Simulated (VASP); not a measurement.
# AlAu (Pm-3m) in VASP: notebook

Runs on AlAu. Level: PBEsol. Tasks: relaxation of cell and atoms.

Program: VASP 6.6.1. These are calculated values, not measurements. Logs are shortened: lines on timing, memory, paths and dates and some standing lists are left out, and cuts for length are marked.

### 1 The cell of the first run

It takes space group Pm-3m (No. 221, cubic). Conventional cell: a = 3.224 Å, b = 3.224 Å, c = 3.224 Å, α = 90.00°, β = 90.00°, γ = 90.00°. Within 3.7 Å of Al (site symmetry m-3m) lie 8 Au at 2.79 Å and 6 Al at 3.22 Å. Au (site symmetry m-3m) has 8 Al at 2.79 Å and 6 Au at 3.22 Å within 3.7 Å.

### 2 Relaxation of cell and atoms, PBEsol, target pressure -2 GPa, at which the enthalpy is minimised

File INCAR:

```
SYSTEM = AlAu
PREC = Accurate
ENCUT = 600
EDIFF = 1E-6
ISMEAR = 0
SIGMA = 0.1
LREAL = .FALSE.
LASPH = .TRUE.
NELM = 80
ALGO = Normal
ISIF = 3
LWAVE = .FALSE.
LCHARG = .FALSE.
GGA = PS
IBRION = 2
NSW = 80
EDIFFG = -0.02
PSTRESS = -20.0
```

File KPOINTS:

```
regular mesh
0
G
  8 8 8
  0 0 0
```

File POSCAR:

```
AlAu
1.0
    3.2239420000      0.0000000000      0.0000000000
    0.0000000000      3.2239420000      0.0000000000
    0.0000000000      0.0000000000      3.2239420000
Al Au
1 1
Direct
    0.0000000000      0.0000000000      0.0000000000
    0.5000000000      0.5000000000      0.5000000000
```

Potentials or basis: VASP PAW PBE potentials, release 64 (Al, Au).

Launch:

```sh
> cat potpaw_PBE.64/Al/POTCAR potpaw_PBE.64/Au/POTCAR > POTCAR
> mpirun -np 1 vasp_std > vasp.out
```

OUTCAR:

```text
SYSTEM = AlAu
   PREC = Accurate
   ENCUT = 600
   EDIFF = 1E-6
   ISMEAR = 0
   LREAL = .FALSE.
   LASPH = .TRUE.
   NELM = 80
   ISIF = 3
   GGA = PS
   IBRION = 2
   NSW = 80
   EDIFFG = -0.02
   PSTRESS = -20.0

 ion  position               nearest neighbor table
   1  0.000  0.000  0.000-   2 2.79   2 2.79   2 2.79   2 2.79   2 2.79   2 2.79   2 2.79   2 2.79

   2  0.500  0.500  0.500-   1 2.79   1 2.79   1 2.79   1 2.79   1 2.79   1 2.79   1 2.79   1 2.79

  LATTYP: Found a simple cubic cell.
 ALAT       =     3.2239420000

  Lattice vectors:

 A1 = (   3.2239420000,   0.0000000000,   0.0000000000)
 A2 = (   0.0000000000,   3.2239420000,   0.0000000000)
 A3 = (   0.0000000000,   0.0000000000,   3.2239420000)

Analysis of symmetry for initial positions (statically):
=====================================================================
 Subroutine PRICEL returns:
 Original cell was already a primitive cell.

 Routine SETGRP: Setting up the symmetry group for a
 simple cubic supercell.

 Subroutine GETGRP returns: Found 48 space group operations
 (whereof 48 operations were pure point group operations)
 out of a pool of 48 trial point group operations.

The static configuration has the point symmetry O_h .

Analysis of symmetry for dynamics (positions and initial velocities):
=====================================================================
 Subroutine PRICEL returns:
 Original cell was already a primitive cell.

 Routine SETGRP: Setting up the symmetry group for a
 simple cubic supercell.

 Subroutine GETGRP returns: Found 48 space group operations
 (whereof 48 operations were pure point group operations)
 out of a pool of 48 trial point group operations.

The dynamic configuration has the point symmetry O_h .

 Subroutine INISYM returns: Found 48 space group operations
 (whereof 48 operations are pure point group operations),
 and found     1 'primitive' translations

----------------------------------------------------------------------------------------

                                     Primitive cell

  volume of cell :      33.5090

  direct lattice vectors                    reciprocal lattice vectors
     3.223942000  0.000000000  0.000000000     0.310179277  0.000000000  0.000000000
     0.000000000  3.223942000  0.000000000     0.000000000  0.310179277  0.000000000
     0.000000000  0.000000000  3.223942000     0.000000000  0.000000000  0.310179277

  length of vectors
     3.223942000  3.223942000  3.223942000     0.310179277  0.310179277  0.310179277

  position of ions in fractional coordinates (direct lattice)
     0.000000000  0.000000000  0.000000000
     0.500000000  0.500000000  0.500000000

  ion indices of the primitive-cell ions
   primitive index   ion index
                 1           1
                 2           2

----------------------------------------------------------------------------------------

 KPOINTS: regular mesh

Automatic generation of k-mesh.
 Grid dimensions read from file:
 generate k-points for:    8    8    8

 Generating k-lattice:

  Cartesian coordinates                     Fractional coordinates (reciprocal lattice)
     0.038772410  0.000000000  0.000000000     0.125000000  0.000000000  0.000000000
     0.000000000  0.038772410  0.000000000     0.000000000  0.125000000  0.000000000
     0.000000000  0.000000000  0.038772410     0.000000000  0.000000000  0.125000000

  Length of vectors
     0.038772410  0.038772410  0.038772410

  Shift w.r.t. Gamma in fractional coordinates (k-lattice)
     0.000000000  0.000000000  0.000000000

 Subroutine IBZKPT returns following result:
 ===========================================

 Found     35 irreducible k-points:

 Following reciprocal coordinates:
            Coordinates               Weight
  0.000000  0.000000  0.000000      1.000000
  0.125000  0.000000  0.000000      6.000000
  0.250000  0.000000  0.000000      6.000000
  0.375000  0.000000  0.000000      6.000000
  0.500000  0.000000  0.000000      3.000000
  0.125000  0.125000  0.000000     12.000000
[... 16 lines left out ...]
  0.375000  0.375000  0.125000     24.000000
  0.500000  0.375000  0.125000     24.000000
 [... further k-points ...]
   k-points           NKPTS =     35   k-points in BZ     NKDIM =     35   number of bands    NBANDS=     11
   number of dos      NEDOS =    301   number of ions     NIONS =      2
   total plane-waves  NPLWV =  21952
   dimension x,y,z NGX =    28 NGY =   28 NGZ =   28
   dimension x,y,z NGXF=    56 NGYF=   56 NGZF=   56
   ions per type =               1   1
   NGX,Y,Z   is equivalent  to a cutoff of  14.44, 14.44, 14.44 a.u.
   NGXF,Y,Z  is equivalent  to a cutoff of  28.88, 28.88, 28.88 a.u.
 SYSTEM =  AlAu
   PREC   = accura    normal or accurate (medium, high low for compatibility)
   ISTART =      0    job   : 0-new  1-cont  2-samecut
   ICHARG =      2    charge: 1-file 2-atom 10-const
   ISPIN  =      1    spin polarized calculation?
   LNONCOLLINEAR =      F non collinear calculations
   LSORBIT =      F    spin-orbit coupling
   LASPH  =      T    aspherical Exc in radial PAW
   ENCUT  =  600.0 eV  44.10 Ry    6.64 a.u.   6.44  6.44  6.44*2*pi/ulx,y,z
   NELM   =     80;   NELMIN=  2; NELMDL= -5     # of ELM steps
   EDIFF  = 0.1E-05   stopping-criterion for ELM
   LREAL  =      F    real-space projection
   EDIFFG = -.2E-01   stopping-criterion for IOM
   NSW    =     80    number of steps for IOM
   IBRION =      2    ionic relax: 0-MD 1-quasi-New 2-CG
   NFREE  =      1    steps in history (QN), initial steepest desc. (CG)
   ISIF   =      3    stress and relaxation
   ISYM   =      2    0-nonsym 1-usesym 2-fastsym
   POTIM  = 0.5000    time-step for ionic-motion
   TEBEG  =    0.0;   TEEND  =   0.0 temperature during run
   PSTRESS=  -20.0 pullay stress
   NELECT =      14.0000    total number of electrons
   NUPDOWN=      -1.0000    fix difference up-down
   EMIN   =  10.00;   EMAX   =-10.00  energy-range for DOS
   EFERMI =   0.00;   METHOD = LEGACY
   ISMEAR =     0;   SIGMA  =   0.10  broadening in eV -4-tet -1-fermi 0-gaus
   EFERMI_NEDOS =   21; number of points for ismear=-14 and -15
   IALGO  =     38    algorithm
   IMIX   =      4    mixing-type and parameters
     AMIX     =   0.40;   BMIX     =  1.00
     AMIX_MAG =   1.60;   BMIX_MAG =  1.00
  volume/ion in A,a.u.               =      16.75       113.06
  Fermi-wavevector in a.u.,A,eV,Ry     =   1.223856  2.312752 20.379123  1.497823
  Thomas-Fermi vector in A             =   2.358952
   LORBIT       =      0    0 simple, 1 ext, 2 COOP (PROOUT), +10 PAW based schemes
   GGA     = PS    functional components
   LHFCALC =     F    Hartree Fock is set to
   AEXX    =    0.0000 exact exchange contribution
   IVDW    =     0    specifies the selected vdW correction
   LEPSILON=     F    determine dielectric tensor
   LRPA    =     F    only Hartree local field effects (RPA)
 conjugate gradient relaxation of ions
 non-spin polarized calculation
 Gauss-broadening in eV      SIGMA  =   0.10
  energy-cutoff  :      600.00
  volume of cell :       33.51
 maximum number of plane-waves:      1141
 NGX is ok and might be reduce to    28
   NGX = 13   NGY = 13   NGZ = 13

--------------------------------------- Ionic step        1  -------------------------------------------

 number of electron      14.0000000 magnetization

 Free energy of the ion-electron system (eV)
  ---------------------------------------------------
  ext. energy  EPLUGINS =         0.00000000
  ---------------------------------------------------
  free energy    TOTEN  =        -8.55639276 eV

  energy without entropy =       -8.55215084  energy(sigma->0) =       -8.55427180

------------------------ aborting loop because EDIFF is reached ----------------------------------------

  FORCE on cell =-STRESS in cart. coord.  units (eV):
  Direction    XX          YY          ZZ          XY          YZ          ZX
  --------------------------------------------------------------------------------------
  -------------------------------------------------------------------------------------
  Total       -1.1106438     -1.1106438     -1.1106438     -0.0000000     -0.0000000     -0.0000000
  in kB      -53.1035706    -53.1035706    -53.1035706     -0.0000000     -0.0000000     -0.0000000
  external PRESSURE =     -33.1035706 kB  Pullay stress =     -20.0000000 kB

 VOLUME and BASIS-vectors are now :
 -----------------------------------------------------------------------------
  energy-cutoff  :      600.00
  volume of cell :       33.51
      direct lattice vectors                 reciprocal lattice vectors
     3.223942000  0.000000000  0.000000000     0.310179277  0.000000000  0.000000000
     0.000000000  3.223942000  0.000000000     0.000000000  0.310179277  0.000000000
     0.000000000  0.000000000  3.223942000     0.000000000  0.000000000  0.310179277
[... 8 lines left out ...]
  FREE ENERGIE OF THE ION-ELECTRON SYSTEM (eV)
  ---------------------------------------------------
  free  energy   TOTEN  =        -8.5563927598 eV

  energy  without entropy=       -8.5521508356  energy(sigma->0) =       -8.55427180

  enthalpy is  TOTEN    =        -8.9746862188 eV   P V=       -0.4182934591

--------------------------------------- Ionic step        2  -------------------------------------------

 number of electron      14.0000002 magnetization

 E-fermi :  10.2044     XC(G=0): -11.8495

 val. band max:       10.1803586605   @ k =   0.5000   0.5000   0.3750
 cond. band min:      10.2249566468   @ k =   0.5000   0.3750   0.0000
 fundamental gap:      0.0445979864
 Fermi energy:        10.2043927676

 k-point     1 :       0.0000    0.0000    0.0000
  band No.  band energies     occupation
      1      -1.6231      2.00000
      2       3.2375      2.00000
      3       3.2375      2.00000
      4       5.3072      2.00000
      5       5.3072      2.00000
      6       5.3072      2.00000
      7      13.0446      0.00000
      8      13.0446      0.00000
      9      13.0446      0.00000
     10      17.3999      0.00000
     11      17.7036      0.00000

 k-point     2 :       0.1250    0.0000    0.0000
  band No.  band energies     occupation
      1      -1.3589      2.00000
      2       3.2905      2.00000
      3       3.3383      2.00000
      4       5.1420      2.00000
      5       5.1420      2.00000
      6       5.3252      2.00000
      7      11.3947      0.00000
      8      13.4549      0.00000
      9      13.4549      0.00000
     10      17.4067      0.00000
     11      17.6534      0.00000
[... 337 lines left out ...]
  FREE ENERGIE OF THE ION-ELECTRON SYSTEM (eV)
  ---------------------------------------------------
  free  energy   TOTEN  =        -8.5824007394 eV

  energy  without entropy=       -8.5773394943  energy(sigma->0) =       -8.57987012

  enthalpy is  TOTEN    =        -8.9800852250 eV   P V=       -0.3976844856

--------------------------------------- Ionic step        3  -------------------------------------------

 number of electron      14.0000002 magnetization

 Free energy of the ion-electron system (eV)
  ---------------------------------------------------
  ext. energy  EPLUGINS =         0.00000000
  ---------------------------------------------------
  free energy    TOTEN  =        -8.57933569 eV

  energy without entropy =       -8.57520261  energy(sigma->0) =       -8.57726915

 E-fermi :   9.8895     XC(G=0): -11.7485

 val. band max:        9.8079322433   @ k =   0.5000   0.5000   0.3750
 cond. band min:       9.9147254814   @ k =   0.5000   0.3750   0.0000
 fundamental gap:      0.1067932381
 Fermi energy:         9.8895420931

 k-point     1 :       0.0000    0.0000    0.0000
  band No.  band energies     occupation
      1      -1.7284      2.00000
      2       3.0847      2.00000
      3       3.0847      2.00000
      4       5.0765      2.00000
      5       5.0765      2.00000
      6       5.0765      2.00000
      7      12.7286      0.00000
      8      12.7286      0.00000
      9      12.7286      0.00000
     10      16.8560      0.00000
     11      17.3507      0.00000

 k-point     2 :       0.1250    0.0000    0.0000
  band No.  band energies     occupation
      1      -1.4684      2.00000
      2       3.1358      2.00000
      3       3.1821      2.00000
      4       4.9174      2.00000
      5       4.9174      2.00000
      6       5.0937      2.00000
      7      11.0798      0.00000
      8      13.1303      0.00000
      9      13.1303      0.00000
     10      17.0723      0.00000
     11      17.1844      0.00000
[... 330 lines left out ...]
 POSITION                                       TOTAL-FORCE (eV/Angst)
 -----------------------------------------------------------------------------------
      0.00000      0.00000      0.00000         0.000000      0.000000      0.000000
      1.59593      1.59593      1.59593        -0.000000     -0.000000      0.000000
 -----------------------------------------------------------------------------------
    total drift:                                0.000000      0.000000      0.000000

  FREE ENERGIE OF THE ION-ELECTRON SYSTEM (eV)
  ---------------------------------------------------
  free  energy   TOTEN  =        -8.5793356942 eV

  energy  without entropy=       -8.5752026052  energy(sigma->0) =       -8.57726915

  enthalpy is  TOTEN    =        -8.9852654965 eV   P V=       -0.4059298023

 reached required accuracy - stopping structural energy minimisation
```

It took 89 s on 1 thread of AMD EPYC 7R13, shared host; peak memory 0.18 GiB.

What came out:

```
Free energy                                            : -8.5793 eV
Relaxed volume                                         : 16.26 Å³/atom
Relaxed cell                                           : a = 3.192 Å, b = 3.192 Å, c = 3.192 Å, α = 90.00°, β = 90.00°, γ = 90.00°
Space group after relaxing (to 0.05 Å)                 : Pm-3m (No. 221)
Energy change on relaxing (the enthalpy is what falls) : -11.5 meV/atom
Ionic steps                                            : 3
Pressure after relaxing                                : -2.0 GPa
Band gap on the k mesh                                 : zero (band 7 reaches 12.73 eV, above the bottom of band 8 at 8.61 eV)
```

The path:
```
step  energy change (eV)  largest force (eV/Å)  pressure (GPa)  volume (Å³)
   1              0.0000                0.0000           -5.31        33.51
   2             -0.0260                0.0000            0.57        31.86
   3             -0.0229                0.0000           -2.00        32.52
```

Final structure:
```yaml
crystal:
  lattice:
    - [3.19186, 0.00000, 0.00000]
    - [0.00000, 3.19186, 0.00000]
    - [0.00000, 0.00000, 3.19186]
  atoms:
    - { symbol: Al, position: [0.00000, 0.00000, 0.00000] }
    - { symbol: Au, position: [0.50000, 0.50000, 0.50000] }
```

Caveat: the cell is relaxed towards a set pressure, so the enthalpy falls and the energy may rise; the PAW data sets were made with another functional, which shifts forces and pressure a little; spin-orbit coupling is left out, which moves the levels of the heavy elements.

### 3 Relaxation of cell and atoms, PBEsol

File INCAR:

```
PREC = Accurate
ENCUT = 600
EDIFF = 1E-6
ISMEAR = 0
SIGMA = 0.1
LREAL = False
LASPH = True
NELM = 60
ALGO = Normal
ISIF = 3
LWAVE = False
LCHARG = False
GGA = PS
IBRION = 2
NSW = 80
EDIFFG = -0.02
```

File KPOINTS:

```
regular mesh
0
Gamma
  8 8 8
```

POSCAR is that of step 2.

Potentials or basis: VASP PAW PBE potentials, release 64 (Al, Au).

Launch:

```sh
> cat potpaw_PBE.64/Al/POTCAR potpaw_PBE.64/Au/POTCAR > POTCAR
> mpirun -np 1 vasp_std > vasp.out
```

Wall time 92 s (1 thread of AMD EPYC 7R13, shared host); peak memory 0.17 GiB.

The run converged. Its results:

```yaml
Free_energy: -8.5826 eV
Relaxed_volume: 16.00 Å³/atom
Relaxed_cell: a = 3.175 Å, b = 3.175 Å, c = 3.175 Å, α = 90.00°, β = 90.00°, γ = 90.00°
Space_group_after_relaxing_to_0.05_Å: Pm-3m (No. 221)
Energy_gained_by_relaxing: 13.1 meV/atom
Ionic_steps: 3
Pressure_after_relaxing: 0.0 GPa
Band_gap_on_the_k_mesh: zero (band 7 reaches 12.98 eV, above the bottom of band 8 at 8.86 eV)
```

Step by step:
```csv
step,energy change (eV),largest force (eV/Å),pressure (GPa),volume (Å³)
1,0.0000,0.0000,-5.31,33.51
2,-0.0097,0.0000,4.97,30.89
3,-0.0262,0.0000,-0.02,32.00
```

Final structure:
```
Al Au
1.0
     3.17484    0.00000    0.00000
     0.00000    3.17484    0.00000
     0.00000    0.00000    3.17484
Al Au
1 1
Direct
  0.00000 0.00000 0.00000
  0.50000 0.50000 0.50000
```

Levels at points of the mesh, in eV from the Fermi level:
```tsv
k point	band 4	band 5	band 6	band 7	band 8	band 9	band 10	band 11
(0.00, 0.00, 0.00)	-4.88	-4.88	-4.88	2.84	2.84	2.84	7.15	7.49
(0.50, 0.00, 0.00)	-5.83	-5.83	-4.75	-3.37	5.65	7.32	7.32	8.25
(0.50, 0.50, 0.00)	-5.60	-3.97	-3.70	-3.70	-1.28	0.94	7.37	10.93
(0.50, 0.50, 0.50)	-3.92	-3.92	-0.30	0.78	0.78	0.78	2.30	3.76
```

Caveat: the PAW data sets were made with another functional, which shifts forces and pressure a little; spin-orbit coupling is left out, which moves the levels of the heavy elements.

### 4 Relaxation of cell and atoms, PBEsol, target pressure 2 GPa, at which the enthalpy is minimised

File INCAR:

```
SYSTEM = AlAu
PREC = Accurate
ENCUT = 600
EDIFF = 1E-7
ISMEAR = 0
SIGMA = 0.1
LREAL = .FALSE.
LASPH = .TRUE.
NELM = 100
ALGO = Normal
ISIF = 3
LWAVE = .FALSE.
LCHARG = .FALSE.
GGA = PS
IBRION = 2
NSW = 80
EDIFFG = -0.02
PSTRESS = 20.0
```

File KPOINTS:

```
Automatic mesh
0
G
  8 8 8
  0 0 0
```

POSCAR is that of step 3.

Launch:

```sh
> cat potpaw_PBE.64/Al/POTCAR potpaw_PBE.64/Au/POTCAR > POTCAR
> mpirun -np 1 vasp_std > vasp.out
```

Wall time 90 s (1 thread of AMD EPYC 7R13, shared host); peak memory 0.18 GiB.

Results (log left out):

* Free energy: -8.5799 eV
* Relaxed volume: 15.77 Å³/atom
* Relaxed cell: a = 3.159 Å, b = 3.159 Å, c = 3.159 Å, α = 90.00°, β = 90.00°, γ = 90.00°
* Space group after relaxing (to 0.05 Å): Pm-3m (No. 221)
* Energy change on relaxing (the enthalpy is what falls): -11.7 meV/atom
* Ionic steps: 3
* Pressure after relaxing: 1.9 GPa
* Band gap on the k mesh: zero (band 7 reaches 13.20 eV, above the bottom of band 8 at 9.09 eV)

The path:
```
step  energy change (eV)  largest force (eV/Å)  pressure (GPa)  volume (Å³)
   1              0.0000                0.0000           -5.32        33.51
   2              0.0348                0.0000           10.20        29.93
   3             -0.0235                0.0000            1.94        31.53
```

Final structure:
```xyz
2
Lattice="3.1593 0.0000 0.0000 0.0000 3.1593 0.0000 0.0000 0.0000 3.1593" Properties=species:S:1:pos:R:3 pbc="T T T"
Al    0.0000    0.0000    0.0000
Au    1.5797    1.5797    1.5797
```

Levels at points of the mesh, in eV from the Fermi level:
| k point | band 3 | band 4 | band 5 | band 6 | band 7 | band 8 | band 9 | band 10 | band 11 |
| --- | --- | --- | --- | --- | --- | --- | --- | --- | --- |
| (0.00, 0.00, 0.00) | -7.05 | -4.94 | -4.94 | -4.94 | 2.84 | 2.84 | 2.84 | 7.31 | 7.52 |
| (0.50, 0.00, 0.00) | -6.66 | -5.92 | -5.92 | -4.81 | -3.40 | 5.60 | 7.34 | 7.34 | 8.35 |
| (0.50, 0.50, 0.00) | -5.69 | -5.69 | -4.01 | -3.79 | -3.79 | -1.28 | 1.00 | 7.43 | 10.97 |
| (0.50, 0.50, 0.50) | -7.60 | -3.96 | -3.96 | -0.27 | 0.73 | 0.73 | 0.73 | 2.36 | 3.81 |

Caveat: the cell is relaxed towards a set pressure, so the enthalpy falls and the energy may rise; the PAW data sets were made with another functional, which shifts forces and pressure a little; spin-orbit coupling is left out, which moves the levels of the heavy elements.

### 5 Overview

| cell | gap on the mesh (eV) | pressure (GPa) |
| --- | --- | --- |
| relaxed to -2 GPa | none | -2.0 |
| relaxed | none | 0.0 |
| relaxed to 2 GPa | none | 1.9 |

Alike in all rows: task relaxation of cell and atoms; level PBEsol; potentials or basis VASP PAW PBE potentials, release 64 (Al, Au); no spin polarisation; k mesh 8 × 8 × 8; cutoff (eV) 600; smearing gaussian 0.1 eV.

Caveats: the PAW data sets were made with another functional, which shifts forces and pressure a little; spin-orbit coupling is left out, which moves the levels of the heavy elements; the cell is relaxed towards a set pressure, so the enthalpy falls and the energy may rise (some runs).

Total energies depend on the potentials used, so only differences within one code and one set of settings carry meaning.
